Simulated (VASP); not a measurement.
Bi2Se3, 5 atoms in the cell. It takes space group C2/m (No. 12, monoclinic). Conventional cell: a = 7.283 Å, b = 4.210 Å, c = 10.564 Å, α = 90.00°, β = 102.65°, γ = 90.00°. Bi (site symmetry m) has 6 Se at 2.87 to 3.11 Å within 3.8 Å. Se (site symmetry 2/m) has 6 Bi at 3.09 to 3.11 Å and 12 Se at 4.19 to 4.23 Å within 4.3 Å. Se (site symmetry m) has 3 Bi at 2.87 to 2.89 Å within 3.8 Å.  This cell differs from its parent crystal: uniaxial strain along c: -2.0 %.

```yaml
Program: VASP 6.6.1
Task: single point
Functional: PBE
Potentials_or_basis: VASP PAW PBE potentials, release 64 (Bi_d, Se)
Cutoff: 520 eV
k_mesh: 6 × 6 × 6
Occupations: gaussian, width 0.02 eV
Spin: no spin polarisation
Dipole_correction: no
Further_INCAR_settings: ALGO = Normal; EDIFF = 1e-06; NBANDS = 32
```

Potentials or basis: VASP PAW PBE potentials, release 64 (Bi_d, Se).

Run with:

```bash
$ cat potpaw_PBE.64/Bi_d/POTCAR potpaw_PBE.64/Se/POTCAR > POTCAR
$ mpirun -np 1 vasp_std > vasp.out
```

Hardware: 1 thread of Intel(R) Xeon(R) Platinum 8259CL CPU @ 2.50GHz (Skylake/Cascade Lake) (shared host).

Q: How long does it take, and how much memory?

A: Wall time 26 min on 1 thread of Intel(R) Xeon(R) Platinum 8259CL CPU @ 2.50GHz (Skylake/Cascade Lake) (shared host), peak memory 1.1 GiB. Counts: scf iterations 14, k points 68.
